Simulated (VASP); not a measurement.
# CdSe (zincblende type) (F-43m) in VASP: single point with LDA

Aim: the single point of CdSe (zincblende type) with LDA.

Everything below comes from runs of VASP 6.6.1. Logs are shortened: lines on timing, memory, paths and dates and some standing lists are left out, and cuts for length are marked.

## 1. The cell of the first run

Symmetry: F-43m, No. 216, cubic system. Conventional cell: a = 6.009 Å, b = 6.009 Å, c = 6.009 Å, α = 90.00°, β = 90.00°, γ = 90.00°. Within 3.4 Å of Cd (site symmetry -43m) lie 4 Se at 2.60 Å. Within 3.4 Å of Se (site symmetry -43m) lie 4 Cd at 2.60 Å.

## 2. Single point, LDA

Input file POSCAR:

```
CdSe
1.0
    0.0000000000      3.0043775770      3.0043775770
    3.0043775770      0.0000000000      3.0043775770
    3.0043775770      3.0043775770      0.0000000000
Cd Se
1 1
Direct
    0.0000000000      0.0000000000      0.0000000000
    0.2500000000      0.2500000000      0.2500000000
```

Input file INCAR.step1:

```
SYSTEM = CdSe
PREC = Accurate ; ENCUT = 400
EDIFF = 1E-6 ; ISMEAR = -1
SIGMA = 0.05 ; LREAL = .False.
LASPH = .True. ; NELM = 120
ALGO = Normal ; ISIF = 2
LWAVE = .False. ; LCHARG = .True.
NBANDS = 16 ; GGA_COMPAT = .False.
NEDOS = 2001 ; LORBIT = 11
```

Input file KPOINTS.step1:

```
Automatic mesh
0
Gamma
  11 11 11
  0 0 0
```

Input file INCAR.step2:

```
SYSTEM = CdSe
PREC = Accurate ; ENCUT = 400
EDIFF = 1E-6 ; ISMEAR = -5
SIGMA = 0.05 ; LREAL = .False.
LASPH = .True. ; NELM = 120
ALGO = Normal ; ISIF = 2
LWAVE = .False. ; LCHARG = .False.
LORBIT = 10 ; NEDOS = 1001
ICHARG = 11 ; GGA_COMPAT = .False.
```

Input file KPOINTS.step2:

```
Automatic mesh
0
Gamma
  17 17 17
  0 0 0
```

Potentials or basis: VASP PAW LDA potentials, release 64 (Cd, Se).

Started as:

```
> cat potpaw_LDA.64/Cd/POTCAR potpaw_LDA.64/Se/POTCAR > POTCAR
> cp INCAR.step1 INCAR
> cp KPOINTS.step1 KPOINTS
> mpirun -np 1 vasp_std > vasp.out
> cp INCAR.step2 INCAR
> cp KPOINTS.step2 KPOINTS
> mpirun -np 1 vasp_std > vasp.out
```

OUTCAR:

```text
SYSTEM = CdSe
   PREC = Accurate
   ENCUT = 400
   EDIFF = 1E-6
   ISMEAR = -5
   LREAL = .False.
   LASPH = .True.
   NELM = 120
   ISIF = 2
   LORBIT = 10
   ICHARG = 11

 ion  position               nearest neighbor table
   1  0.000  0.000  0.000-   2 2.60   2 2.60   2 2.60   2 2.60
   2  0.250  0.250  0.250-   1 2.60   1 2.60   1 2.60   1 2.60

  LATTYP: Found a face centered cubic cell.
 ALAT       =     6.0087551540

  Lattice vectors:

 A1 = (   0.0000000000,   3.0043775770,   3.0043775770)
 A2 = (   3.0043775770,   0.0000000000,   3.0043775770)
 A3 = (   3.0043775770,   3.0043775770,   0.0000000000)

Analysis of symmetry for initial positions (statically):
=====================================================================
 Subroutine PRICEL returns:
 Original cell was already a primitive cell.

 Routine SETGRP: Setting up the symmetry group for a
 face centered cubic supercell.

 Subroutine GETGRP returns: Found 24 space group operations
 (whereof 24 operations were pure point group operations)
 out of a pool of 48 trial point group operations.

The static configuration has the point symmetry T_d .

Analysis of symmetry for dynamics (positions and initial velocities):
=====================================================================
 Subroutine PRICEL returns:
 Original cell was already a primitive cell.

 Routine SETGRP: Setting up the symmetry group for a
 face centered cubic supercell.

 Subroutine GETGRP returns: Found 24 space group operations
 (whereof 24 operations were pure point group operations)
 out of a pool of 48 trial point group operations.

The dynamic configuration has the point symmetry T_d .

 Subroutine INISYM returns: Found 24 space group operations
 (whereof 24 operations are pure point group operations),
 and found     1 'primitive' translations

----------------------------------------------------------------------------------------

                                     Primitive cell

  volume of cell :      54.2367

  direct lattice vectors                    reciprocal lattice vectors
     0.000000000  3.004377577  3.004377577    -0.166423822  0.166423822  0.166423822
     3.004377577  0.000000000  3.004377577     0.166423822 -0.166423822  0.166423822
     3.004377577  3.004377577  0.000000000     0.166423822  0.166423822 -0.166423822

  length of vectors
     4.248831516  4.248831516  4.248831516     0.288254516  0.288254516  0.288254516

  position of ions in fractional coordinates (direct lattice)
     0.000000000  0.000000000  0.000000000
     0.250000000  0.250000000  0.250000000

  ion indices of the primitive-cell ions
   primitive index   ion index
                 1           1
                 2           2

----------------------------------------------------------------------------------------

 KPOINTS: Automatic mesh

Automatic generation of k-mesh.
 Grid dimensions read from file:
 generate k-points for:   17   17   17

 Generating k-lattice:

  Cartesian coordinates                     Fractional coordinates (reciprocal lattice)
    -0.009789637  0.009789637  0.009789637     0.058823529  0.000000000  0.000000000
     0.009789637 -0.009789637  0.009789637     0.000000000  0.058823529  0.000000000
     0.009789637  0.009789637 -0.009789637     0.000000000  0.000000000  0.058823529

  Length of vectors
     0.016956148  0.016956148  0.016956148

  Shift w.r.t. Gamma in fractional coordinates (k-lattice)
     0.000000000  0.000000000  0.000000000

 TETIRR: Found    693 inequivalent tetrahedra from    29478

 Subroutine IBZKPT returns following result:
 ===========================================

 Found    165 irreducible k-points:

 Following reciprocal coordinates:
            Coordinates               Weight
  0.000000  0.000000  0.000000      1.000000
  0.058824  0.000000  0.000000      8.000000
  0.117647  0.000000  0.000000      8.000000
  0.176471  0.000000  0.000000      8.000000
  0.235294  0.000000  0.000000      8.000000
  0.294118  0.000000  0.000000      8.000000
[... 16 lines left out ...]
 -0.176471  0.058824  0.000000     24.000000
 -0.117647  0.058824  0.000000     24.000000
 [... further k-points ...]
   k-points           NKPTS =    165   k-points in BZ     NKDIM =    165   number of bands    NBANDS=     13
   number of dos      NEDOS =   1001   number of ions     NIONS =      2
   total plane-waves  NPLWV =  21952
   dimension x,y,z NGX =    28 NGY =   28 NGZ =   28
   dimension x,y,z NGXF=    56 NGYF=   56 NGZF=   56
   ions per type =               1   1
   NGX,Y,Z   is equivalent  to a cutoff of  10.96, 10.96, 10.96 a.u.
   NGXF,Y,Z  is equivalent  to a cutoff of  21.91, 21.91, 21.91 a.u.
 SYSTEM =  CdSe
   PREC   = accura    normal or accurate (medium, high low for compatibility)
   ISTART =      0    job   : 0-new  1-cont  2-samecut
   ICHARG =     11    charge: 1-file 2-atom 10-const
   ISPIN  =      1    spin polarized calculation?
   LNONCOLLINEAR =      F non collinear calculations
   LSORBIT =      F    spin-orbit coupling
   LASPH  =      T    aspherical Exc in radial PAW
   ENCUT  =  400.0 eV  29.40 Ry    5.42 a.u.   6.93  6.93  6.93*2*pi/ulx,y,z
   NELM   =    120;   NELMIN=  2; NELMDL=  0     # of ELM steps
   EDIFF  = 0.1E-05   stopping-criterion for ELM
   LREAL  =      F    real-space projection
   EDIFFG = 0.1E-04   stopping-criterion for IOM
   NSW    =      0    number of steps for IOM
   IBRION =     -1    ionic relax: 0-MD 1-quasi-New 2-CG
   NFREE  =      0    steps in history (QN), initial steepest desc. (CG)
   ISIF   =      2    stress and relaxation
   ISYM   =      2    0-nonsym 1-usesym 2-fastsym
   POTIM  = 0.5000    time-step for ionic-motion
   TEBEG  =    0.0;   TEEND  =   0.0 temperature during run
   PSTRESS=    0.0 pullay stress
   NELECT =      18.0000    total number of electrons
   NUPDOWN=      -1.0000    fix difference up-down
   EMIN   =  10.00;   EMAX   =-10.00  energy-range for DOS
   EFERMI =   0.00;   METHOD = LEGACY
   ISMEAR =    -5;   SIGMA  =   0.05  broadening in eV -4-tet -1-fermi 0-gaus
   EFERMI_NEDOS =   21; number of points for ismear=-14 and -15
   IALGO  =     38    algorithm
   IMIX   =      4    mixing-type and parameters
     AMIX     =   0.40;   BMIX     =  1.00
     AMIX_MAG =   1.60;   BMIX_MAG =  1.00
  volume/ion in A,a.u.               =      27.12       183.00
  Fermi-wavevector in a.u.,A,eV,Ry     =   1.133447  2.141904 17.479428  1.284702
  Thomas-Fermi vector in A             =   2.270150
   LORBIT       =     10    0 simple, 1 ext, 2 COOP (PROOUT), +10 PAW based schemes
   GGA     = CA    functional components
   LHFCALC =     F    Hartree Fock is set to
   AEXX    =    0.0000 exact exchange contribution
   IVDW    =     0    specifies the selected vdW correction
   LEPSILON=     F    determine dielectric tensor
   LRPA    =     F    only Hartree local field effects (RPA)
 non-spin polarized calculation
 Fermi weights with tetrahedron method with Bloechl corrections
  energy-cutoff  :      400.00
  volume of cell :       54.24
 maximum number of plane-waves:      1000

 number of electron      18.0000010 magnetization

 Free energy of the ion-electron system (eV)
  ---------------------------------------------------
  ext. energy  EPLUGINS =         0.00000000
  ---------------------------------------------------
  free energy    TOTEN  =        -6.76151672 eV

  energy without entropy =       -6.76151672  energy(sigma->0) =       -6.76151672

 E-fermi :   1.1354     XC(G=0):  -9.4530

 val. band max:        1.1171871027   @ k =   0.0000   0.0000   0.0000
 cond. band min:       1.5544291074   @ k =   0.0000   0.0000   0.0000
 fundamental gap:      0.4372420047
 Fermi energy:         1.1353900808

 k-point     1 :       0.0000    0.0000    0.0000
  band No.  band energies     occupation
      1     -11.7429      2.00000
      2      -6.9668      2.00000
      3      -6.9668      2.00000
      4      -6.9668      2.00000
      5      -6.5433      2.00000
      6      -6.5433      2.00000
      7       1.1172      2.00000
      8       1.1172      2.00000
      9       1.1172      2.00000
     10       1.5544      0.00000
     11       6.9125      0.00000
     12       6.9125      0.00000
     13       6.9125      0.00000

 k-point     2 :       0.0588    0.0000    0.0000
  band No.  band energies     occupation
      1     -11.7293      2.00000
      2      -6.9621      2.00000
      3      -6.9621      2.00000
      4      -6.9564      2.00000
      5      -6.5436      2.00000
      6      -6.5436      2.00000
      7       0.6042      2.00000
      8       1.0845      2.00000
      9       1.0845      2.00000
     10       2.0159      0.00000
     11       6.8391      0.00000
     12       6.9654      0.00000
     13       6.9654      0.00000

 k-point     3 :       0.1176    0.0000    0.0000
  band No.  band energies     occupation
      1     -11.6900      2.00000
      2      -6.9494      2.00000
      3      -6.9494      2.00000
      4      -6.9244      2.00000
      5      -6.5444      2.00000
      6      -6.5444      2.00000
      7      -0.1052      2.00000
      8       0.9936      2.00000
      9       0.9936      2.00000
     10       2.5610      0.00000
     11       6.7120      0.00000
     12       7.1064      0.00000
     13       7.1064      0.00000
[... 305 lines left out ...]
 k-point    23 :      -0.1765    0.0588    0.0000
  band No.  band energies     occupation
      1     -11.5966      2.00000
      2      -6.9251      2.00000
      3      -6.9137      2.00000
      4      -6.8331      2.00000
      5      -6.5519      2.00000
      6      -6.5363      2.00000
      7      -1.1114      2.00000
      8       0.5687      2.00000
      9       0.8834      2.00000
     10       3.2482      0.00000
     11       6.6199      0.00000
     12       7.2943      0.00000
     13       7.4910      0.00000

 k-point    24 :      -0.1176    0.0588    0.0000
  band No.  band energies     occupation
      1     -11.6609      2.00000
      2      -6.9438      2.00000
      3      -6.9336      2.00000
      4      -6.9015      2.00000
      5      -6.5502      2.00000
      6      -6.5394      2.00000
      7      -0.4291      2.00000
      8       0.7500      2.00000
      9       1.0043      2.00000
     10       2.8708      0.00000
     11       6.5821      0.00000
     12       7.1283      0.00000
     13       7.3409      0.00000

 [... further k-points ...]

------------------------ aborting loop because EDIFF is reached ----------------------------------------

  FORCE on cell =-STRESS in cart. coord.  units (eV):
  Direction    XX          YY          ZZ          XY          YZ          ZX
  --------------------------------------------------------------------------------------
  -------------------------------------------------------------------------------------
  Total        0.0169206      0.0169206      0.0169206      0.0000000      0.0000000      0.0000000
  in kB        0.4998418      0.4998418      0.4998418      0.0000000      0.0000000      0.0000000
  external PRESSURE =       0.4998418 kB  Pullay stress =       0.0000000 kB

 VOLUME and BASIS-vectors are now :
 -----------------------------------------------------------------------------
  energy-cutoff  :      400.00
  volume of cell :       54.24
      direct lattice vectors                 reciprocal lattice vectors
     0.000000000  3.004377577  3.004377577    -0.166423822  0.166423822  0.166423822
     3.004377577  0.000000000  3.004377577     0.166423822 -0.166423822  0.166423822
     3.004377577  3.004377577  0.000000000     0.166423822  0.166423822 -0.166423822

 POSITION                                       TOTAL-FORCE (eV/Angst)
 -----------------------------------------------------------------------------------
      0.00000      0.00000      0.00000         0.000000      0.000000      0.000000
      1.50219      1.50219      1.50219        -0.000000     -0.000000     -0.000000
 -----------------------------------------------------------------------------------
    total drift:                               -0.000000     -0.000000     -0.000000

  FREE ENERGIE OF THE ION-ELECTRON SYSTEM (eV)
  ---------------------------------------------------
  free  energy   TOTEN  =        -6.7615167185 eV

  energy  without entropy=       -6.7615167185  energy(sigma->0) =       -6.76151672

 total charge

# of ion       s       p       d       tot
------------------------------------------
    1        0.466   0.341   9.540  10.347
    2        1.449   2.393   0.026   3.868
--------------------------------------------------
tot          1.915   2.734   9.566  14.215
```

Wall time 100 s (1 thread of AMD EPYC 7R43 (Zen 3), shared host); peak memory 0.17 GiB.

What came out:

| Property | Result |
| --- | --- |
| Valence electrons inside the program's atomic spheres | Cd 10.35; Se 3.87 |
